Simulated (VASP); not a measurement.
Write the native input for VASP 6.6.1 that does the following.

| Quantity | Value |
| --- | --- |
| Task | single point |
| Functional | HSE06 |
| Potentials or basis | VASP PAW PBE potentials, release 64 (Sn_d, S) |
| Cutoff | 400 eV |
| k mesh | 6 × 6 × 4 |
| Occupations | gaussian, width 0.01 eV |
| Spin | no spin polarisation |
| Dipole correction | no |
| Grid for exact exchange (PRECFOCK) | Normal |
| Further INCAR settings | ALGO = Normal; EDIFF = 1e-06; NBANDS = 20 |
| Share of exact exchange | 0.25 |
| Screening parameter | 0.2079 1/Å |

SnS2:

```
CELL_PARAMETERS angstrom
3.66075 0.00000 0.00000
-1.83038 3.17031 0.00000
0.00000 0.00000 5.84255
ATOMIC_POSITIONS crystal
Sn 0.00000 0.00000 0.00000
S 0.33333 0.66667 0.25012
S 0.66667 0.33333 0.74988
```

This cell differs from its parent crystal: uniaxial z strain -2.0%.

The input as run:

POSCAR

```
SnS2
1.0
    3.6607548065      0.0000000000      0.0000000000
   -1.8303774033      3.1703066595      0.0000000000
    0.0000000000      0.0000000000      5.8425452398
Sn S
1 2
Direct
    0.0000000000      0.0000000000      0.0000000000
    0.3333333333      0.6666666667      0.2501178712
    0.6666666667      0.3333333333      0.7498821288
```

INCAR.step1

```
SYSTEM = SnS2
ALGO = Normal ; EDIFF = 1E-5
ENCUT = 400 ; GGA = PE
GGA_COMPAT = .False. ; ISIF = 2
ISMEAR = 0 ; LASPH = .True.
LREAL = .False. ; LWAVE = .True.
NBANDS = 20 ; NELM = 120
PREC = Accurate ; SIGMA = 0.01
```

INCAR.step2

```
SYSTEM = SnS2
ALGO = Normal ; EDIFF = 1E-6
ENCUT = 400 ; GGA = PE
GGA_COMPAT = .False. ; HFSCREEN = 0.2079
ISIF = 2 ; ISMEAR = 0
ISTART = 1 ; LASPH = .True.
LCHARG = .True. ; LELF = .True.
LHFCALC = .True. ; LREAL = .False.
LVHAR = .True. ; LWAVE = .False.
NBANDS = 20 ; NELM = 120
PREC = Accurate ; PRECFOCK = Normal
SIGMA = 0.01
```

KPOINTS

```
k-points
0
Gamma
  6 6 4
  0 0 0
```

Potentials or basis: VASP PAW PBE potentials, release 64 (Sn_d, S).

The run is started by

```sh
$ cat potpaw_PBE.64/Sn_d/POTCAR potpaw_PBE.64/S/POTCAR > POTCAR
$ cp INCAR.step1 INCAR
$ mpirun -np 1 vasp_std > vasp.out
$ cp INCAR.step2 INCAR
$ mpirun -np 1 vasp_std > vasp.out
```

Results of the run:

* Pressure: 0.1 GPa
* Largest force: 0.275 eV/Å
* Band gap on the k mesh: 2.28 eV (least direct gap 2.79 eV)

Caveat: the cell differs from its parent crystal (uniaxial z strain -2.0%); the PAW data sets were made with another functional, which shifts forces and pressure a little; spin-orbit coupling is left out, which moves the levels of the heavy elements; this functional lacks dispersion, which binds layers or chains, so the pressure and a relaxed spacing across them are unreliable.

It took 45 min on 1 thread of Intel(R) Xeon(R) Platinum 8488C (Sapphire Rapids) (shared host), peak memory 0.28 GiB.
